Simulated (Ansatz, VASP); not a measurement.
SnO in VASP and in Ansatz

```
Sn O
1.0
     3.07406    0.00000    0.00000
     0.00000    5.19896    0.00000
     0.00000    0.00000    5.02895
Sn O
2 2
Direct
  0.00000 0.23191 0.51314
  0.50000 0.76809 0.01314
  0.00000 0.89125 0.73686
  0.50000 0.10875 0.23686
```

Alike in both runs: task single point; functional LDA; k mesh 10 × 6 × 8; occupations gaussian, width 0.05 eV; no spin polarisation.

|  | VASP | Ansatz |
| --- | --- | --- |
| version | VASP 6.6.1 | Ansatz 0.2.0 |
| potentials or method | VASP PAW LDA potentials, release 64 (Sn_d, O), cutoff 520 eV | scalar-relativistic, plane waves, PAW |
| valence electrons in the cell | 40 | 40 |

VASP gave:

```
gap on the k mesh at the Fermi level (eV)                     : 1.08
least direct gap on the mesh (eV)                             : 1.22
pressure (GPa)                                                : -3.0
traceless stress, the component that is largest in VASP (GPa) : -4.75
rms of the force components (eV/Å)                            : 0.423
```

Question: Which values does Ansatz return?

Answer: gap on the k mesh at the Fermi level (eV): 1.11; least direct gap on the mesh (eV): 1.25; pressure (GPa): -3.3; traceless stress, the component that is largest in VASP (GPa): -4.79; rms of the force components (eV/Å): 0.449.

LDA's correlation is that of Perdew and Zunger in VASP and of Perdew and Wang (1992) in Ansatz. Atom by atom the forces differ by 0.040 eV/Å (rms over components).
